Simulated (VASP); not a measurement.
# InP (P4_2/mnm) in VASP: notebook

Runs on InP. Level: PBE. Tasks: single point, relaxation of cell and atoms.

Program: VASP 6.6.1. These are calculated values, not measurements. Logs are shortened: lines on timing, memory, paths and dates and some standing lists are left out, and cuts for length are marked.

### 1 The cell of the first run

The structure is tetragonal, space group P4_2/mnm (No. 136). The conventional cell has a = 6.839 Å, b = 6.839 Å, c = 4.105 Å, α = 90.00°, β = 90.00°, γ = 90.00°. In (site symmetry m2m) has 4 P at 2.45 to 2.47 Å within 3.2 Å. P (site symmetry m2m) has 4 In at 2.45 to 2.47 Å within 3.2 Å.

### 2 Single point, PBE

Input file INCAR:

```
ALGO     = Normal         # electronic algorithm
EDIFF    = 1E-6           # SCF threshold, eV
ENCUT    = 520            # plane-wave cutoff, eV
GGA      = PE             # functional
ISIF     = 2              # what is computed and relaxed
ISMEAR   = 0              # smearing method
LASPH    = T              # aspherical terms in the spheres
LCHARG   = F              # write CHGCAR
LREAL    = F              # projectors in reciprocal space
LWAVE    = F              # write WAVECAR
NBANDS   = 46             # bands
NELM     = 100            # most SCF steps
PREC     = Accurate       # precision mode
SIGMA    = 0.1            # smearing width, eV
```

Input file KPOINTS:

```
k-points
0
Gamma
  4 4 4
```

Input file POSCAR:

```
InP
1.0
    6.8394097800      0.0000000000      0.0000000000
    0.0000000000      6.8394097800      0.0000000000
    0.0000000000      0.0000000000      4.1048582400
In P
4 4
Direct
    0.6804985700      0.6804985700      0.0000000000
    0.1804985700      0.8195014300      0.5000000000
    0.8195014300      0.1804985700      0.5000000000
    0.3195014300      0.3195014300      0.0000000000
    0.8195014300      0.8195014300      0.5000000000
    0.1804985700      0.1804985700      0.5000000000
    0.6804985700      0.3195014300      0.0000000000
    0.3195014300      0.6804985700      0.0000000000
```

Potentials or basis: VASP PAW PBE potentials, release 64 (In_d, P).

On the command line:

```console
$ cat potpaw_PBE.64/In_d/POTCAR potpaw_PBE.64/P/POTCAR > POTCAR
$ mpirun -np 1 vasp_std > vasp.out
```

OUTCAR:

```text
EDIFF = 1E-6
   ENCUT = 520
   GGA = PE
   ISIF = 2
   ISMEAR = 0
   LASPH = T
   LREAL = F
   NELM = 100
   PREC = Accurate

 ion  position               nearest neighbor table
   1  0.680  0.680  0.000-   5 2.45   5 2.45   8 2.47   7 2.47   4 3.49
   2  0.180  0.820  0.500-   8 2.45   8 2.45   5 2.47   6 2.47   3 3.49
   3  0.820  0.180  0.500-   7 2.45   7 2.45   5 2.47   6 2.47   2 3.49
   4  0.320  0.320  0.000-   6 2.45   6 2.45   8 2.47   7 2.47   1 3.49
   5  0.820  0.820  0.500-   1 2.45   1 2.45   3 2.47   2 2.47
   6  0.180  0.180  0.500-   4 2.45   4 2.45   2 2.47   3 2.47
   7  0.680  0.320  0.000-   3 2.45   3 2.45   4 2.47   1 2.47
   8  0.320  0.680  0.000-   2 2.45   2 2.45   4 2.47   1 2.47

  LATTYP: Found a simple tetragonal cell.
 ALAT       =     6.8394097800
 C/A-ratio  =     0.6001772627

  Lattice vectors:

 A1 = (   6.8394097800,   0.0000000000,   0.0000000000)
 A2 = (   0.0000000000,   6.8394097800,   0.0000000000)
 A3 = (   0.0000000000,   0.0000000000,   4.1048582400)

Analysis of symmetry for initial positions (statically):
=====================================================================
 Subroutine PRICEL returns:
 Original cell was already a primitive cell.

 Routine SETGRP: Setting up the symmetry group for a
 simple tetragonal supercell.

 Subroutine GETGRP returns: Found 16 space group operations
 (whereof  8 operations were pure point group operations)
 out of a pool of 16 trial point group operations.

The static configuration has the point symmetry D_2h.
 The point group associated with its full space group is D_4h.

Analysis of symmetry for dynamics (positions and initial velocities):
=====================================================================
 Subroutine PRICEL returns:
 Original cell was already a primitive cell.

 Routine SETGRP: Setting up the symmetry group for a
 simple tetragonal supercell.

 Subroutine GETGRP returns: Found 16 space group operations
 (whereof  8 operations were pure point group operations)
 out of a pool of 16 trial point group operations.

The dynamic configuration has the point symmetry D_2h.
 The point group associated with its full space group is D_4h.

 Subroutine INISYM returns: Found 16 space group operations
 (whereof  8 operations are pure point group operations),
 and found     1 'primitive' translations

----------------------------------------------------------------------------------------

                                     Primitive cell

  volume of cell :     192.0151

  direct lattice vectors                    reciprocal lattice vectors
     6.839409780  0.000000000  0.000000000     0.146211447  0.000000000  0.000000000
     0.000000000  6.839409780  0.000000000     0.000000000  0.146211447  0.000000000
     0.000000000  0.000000000  4.104858240     0.000000000  0.000000000  0.243613772

  length of vectors
     6.839409780  6.839409780  4.104858240     0.146211447  0.146211447  0.243613772

  position of ions in fractional coordinates (direct lattice)
     0.680498570  0.680498570  0.000000000
     0.180498570  0.819501430  0.500000000
     0.819501430  0.180498570  0.500000000
     0.319501430  0.319501430  0.000000000
     0.819501430  0.819501430  0.500000000
     0.180498570  0.180498570  0.500000000
     0.680498570  0.319501430  0.000000000
     0.319501430  0.680498570  0.000000000

  ion indices of the primitive-cell ions
   primitive index   ion index
                 1           1
                 2           2
                 3           3
                 4           4
                 5           5
                 6           6
                 7           7
                 8           8

----------------------------------------------------------------------------------------

 KPOINTS: k-points

Automatic generation of k-mesh.
 Grid dimensions read from file:
 generate k-points for:    4    4    4

 Generating k-lattice:

  Cartesian coordinates                     Fractional coordinates (reciprocal lattice)
     0.036552862  0.000000000  0.000000000     0.250000000  0.000000000  0.000000000
     0.000000000  0.036552862  0.000000000     0.000000000  0.250000000  0.000000000
     0.000000000  0.000000000  0.060903443     0.000000000  0.000000000  0.250000000

  Length of vectors
     0.036552862  0.036552862  0.060903443

  Shift w.r.t. Gamma in fractional coordinates (k-lattice)
     0.000000000  0.000000000  0.000000000

 Subroutine IBZKPT returns following result:
 ===========================================

 Found     18 irreducible k-points:

 Following reciprocal coordinates:
            Coordinates               Weight
  0.000000  0.000000  0.000000      1.000000
  0.250000  0.000000  0.000000      4.000000
  0.500000  0.000000  0.000000      2.000000
  0.250000  0.250000  0.000000      4.000000
  0.500000  0.250000  0.000000      4.000000
  0.500000  0.500000  0.000000      1.000000
[... 10 lines left out ...]
  0.500000  0.250000  0.500000      4.000000
  0.500000  0.500000  0.500000      1.000000
   k-points           NKPTS =     18   k-points in BZ     NKDIM =     18   number of bands    NBANDS=     46
   number of dos      NEDOS =    301   number of ions     NIONS =      8
   total plane-waves  NPLWV =  93312
   dimension x,y,z NGX =    54 NGY =   54 NGZ =   32
   dimension x,y,z NGXF=   108 NGYF=  108 NGZF=   64
   ions per type =               4   4
   NGX,Y,Z   is equivalent  to a cutoff of  13.13, 13.13, 12.96 a.u.
   NGXF,Y,Z  is equivalent  to a cutoff of  26.25, 26.25, 25.92 a.u.
 SYSTEM =  unknown system
   PREC   = accura    normal or accurate (medium, high low for compatibility)
   ISTART =      0    job   : 0-new  1-cont  2-samecut
   ICHARG =      2    charge: 1-file 2-atom 10-const
   ISPIN  =      1    spin polarized calculation?
   LNONCOLLINEAR =      F non collinear calculations
   LSORBIT =      F    spin-orbit coupling
   LASPH  =      T    aspherical Exc in radial PAW
   ENCUT  =  520.0 eV  38.22 Ry    6.18 a.u.  12.72 12.72  7.63*2*pi/ulx,y,z
   NELM   =    100;   NELMIN=  2; NELMDL= -5     # of ELM steps
   EDIFF  = 0.1E-05   stopping-criterion for ELM
   LREAL  =      F    real-space projection
   EDIFFG = 0.1E-04   stopping-criterion for IOM
   NSW    =      0    number of steps for IOM
   IBRION =     -1    ionic relax: 0-MD 1-quasi-New 2-CG
   NFREE  =      0    steps in history (QN), initial steepest desc. (CG)
   ISIF   =      2    stress and relaxation
   ISYM   =      2    0-nonsym 1-usesym 2-fastsym
   POTIM  = 0.5000    time-step for ionic-motion
   TEBEG  =    0.0;   TEEND  =   0.0 temperature during run
   PSTRESS=    0.0 pullay stress
   NELECT =      72.0000    total number of electrons
   NUPDOWN=      -1.0000    fix difference up-down
   EMIN   =  10.00;   EMAX   =-10.00  energy-range for DOS
[... 5 lines left out ...]
     AMIX     =   0.40;   BMIX     =  1.00
     AMIX_MAG =   1.60;   BMIX_MAG =  1.00
  volume/ion in A,a.u.               =      24.00       161.97
  Fermi-wavevector in a.u.,A,eV,Ry     =   1.180521  2.230862 18.961497  1.393631
  Thomas-Fermi vector in A             =   2.316812
   LORBIT       =      0    0 simple, 1 ext, 2 COOP (PROOUT), +10 PAW based schemes
   GGA     = PE    functional components
   LHFCALC =     F    Hartree Fock is set to
[... 5 lines left out ...]
 Gauss-broadening in eV      SIGMA  =   0.10
  energy-cutoff  :      520.00
  volume of cell :      192.02
 maximum number of plane-waves:      5202
 NGX is ok and might be reduce to    54
   NGX = 25   NGY = 25   NGZ = 15

 number of electron      72.0000001 magnetization

 Free energy of the ion-electron system (eV)
  ---------------------------------------------------
  ext. energy  EPLUGINS =         0.00000000
  ---------------------------------------------------
  free energy    TOTEN  =       -32.08380600 eV

  energy without entropy =      -32.08380600  energy(sigma->0) =      -32.08380600

 E-fermi :   6.3062     XC(G=0):  -9.4098

 val. band max:        5.8291744681   @ k =   0.0000   0.0000   0.0000
 cond. band min:       7.0344816999   @ k =   0.0000   0.0000   0.0000
 fundamental gap:      1.2053072318
 Fermi energy:         6.3062072891

 k-point     1 :       0.0000    0.0000    0.0000
  band No.  band energies     occupation
      1      -8.8317      2.00000
      2      -8.8282      2.00000
      3      -8.8282      2.00000
      4      -8.6457      2.00000
      5      -8.6272      2.00000
      6      -8.5924      2.00000
[... 38 lines left out ...]
     45      10.8874      0.00000
     46      11.3248      0.00000

 k-point     2 :       0.2500    0.0000    0.0000
  band No.  band energies     occupation
      1      -8.8456      2.00000
      2      -8.8327      2.00000
      3      -8.7867      2.00000
      4      -8.6550      2.00000
      5      -8.6352      2.00000
      6      -8.6029      2.00000
[... 38 lines left out ...]
     45      11.0648      0.00000
     46      11.1214      0.00000

 k-point     3 :       0.5000    0.0000    0.0000
  band No.  band energies     occupation
      1      -8.8419      2.00000
      2      -8.8419      2.00000
      3      -8.7213      2.00000
      4      -8.7213      2.00000
      5      -8.6082      2.00000
      6      -8.6082      2.00000
[... 38 lines left out ...]
     45      10.2969      0.00000
     46      10.2969      0.00000

 k-point     4 :       0.2500    0.2500    0.0000
  band No.  band energies     occupation
      1      -8.8448      2.00000
      2      -8.8290      2.00000
      3      -8.7713      2.00000
      4      -8.6780      2.00000
      5      -8.6251      2.00000
      6      -8.6032      2.00000
[... 626 lines left out ...]
     45      10.7230      0.00000
     46      10.8170      0.00000

 k-point    17 :       0.5000    0.2500    0.5000
  band No.  band energies     occupation
      1      -8.8799      2.00000
      2      -8.8799      2.00000
      3      -8.7684      2.00000
      4      -8.7684      2.00000
      5      -8.5582      2.00000
      6      -8.5582      2.00000
[... 38 lines left out ...]
     45      11.4715      0.00000
     46      11.4715      0.00000

 k-point    18 :       0.5000    0.5000    0.5000
  band No.  band energies     occupation
      1      -8.8718      2.00000
      2      -8.8718      2.00000
      3      -8.7859      2.00000
      4      -8.7859      2.00000
      5      -8.5589      2.00000
      6      -8.5589      2.00000
[... 38 lines left out ...]
     45      12.4252      0.00000
     46      12.4307      0.00000

------------------------ aborting loop because EDIFF is reached ----------------------------------------

  FORCE on cell =-STRESS in cart. coord.  units (eV):
  Direction    XX          YY          ZZ          XY          YZ          ZX
  --------------------------------------------------------------------------------------
  -------------------------------------------------------------------------------------
  Total       15.0243006     15.0243006     11.5570978      0.0000000      0.0000000      0.0000000
  in kB      125.3630160    125.3630160     96.4326176      0.0000000      0.0000000      0.0000000
  external PRESSURE =     115.7195499 kB  Pullay stress =       0.0000000 kB

 VOLUME and BASIS-vectors are now :
 -----------------------------------------------------------------------------
  energy-cutoff  :      520.00
  volume of cell :      192.02
      direct lattice vectors                 reciprocal lattice vectors
     6.839409780  0.000000000  0.000000000     0.146211447  0.000000000  0.000000000
     0.000000000  6.839409780  0.000000000     0.000000000  0.146211447  0.000000000
     0.000000000  0.000000000  4.104858240     0.000000000  0.000000000  0.243613772

 POSITION                                       TOTAL-FORCE (eV/Angst)
 -----------------------------------------------------------------------------------
      4.65421      4.65421      0.00000         0.267224      0.267224     -0.000000
      1.23450      5.60491      2.05243         0.267224     -0.267224     -0.000000
      5.60491      1.23450      2.05243        -0.267224      0.267224     -0.000000
      2.18520      2.18520      0.00000        -0.267224     -0.267224      0.000000
      5.60491      5.60491      2.05243        -0.412135     -0.412135     -0.000000
      1.23450      1.23450      2.05243         0.412135      0.412135     -0.000000
      4.65421      2.18520      0.00000         0.412135     -0.412135     -0.000000
      2.18520      4.65421      0.00000        -0.412135      0.412135     -0.000000
 -----------------------------------------------------------------------------------
    total drift:                                0.000000      0.000000     -0.000000

  FREE ENERGIE OF THE ION-ELECTRON SYSTEM (eV)
  ---------------------------------------------------
  free  energy   TOTEN  =       -32.0838060034 eV

  energy  without entropy=      -32.0838060034  energy(sigma->0) =      -32.08380600
```

Run time: 4.9 min. Hardware: 1 thread of AMD EPYC 7R43 (Zen 3), shared host; peak memory 0.31 GiB.

Results:

| Property | Result |
| --- | --- |
| Free energy | -32.0838 eV |
| Pressure | 11.6 GPa |
| Largest force | 0.583 eV/Å |
| Band gap on the k mesh | 1.21 eV, direct |

Forces on the atoms (eV/Å):
```
In   0.267  0.267  0.000
In   0.267 -0.267  0.000
In  -0.267  0.267  0.000
In  -0.267 -0.267  0.000
P   -0.412 -0.412  0.000
P    0.412  0.412  0.000
P    0.412 -0.412  0.000
P   -0.412  0.412  0.000
```

Caveat: spin-orbit coupling is left out, which moves the levels of the heavy elements. Expect the measured gap to be larger: semilocal functionals such as PBE lack the derivative discontinuity.

(Continued in part 2 of 2.)
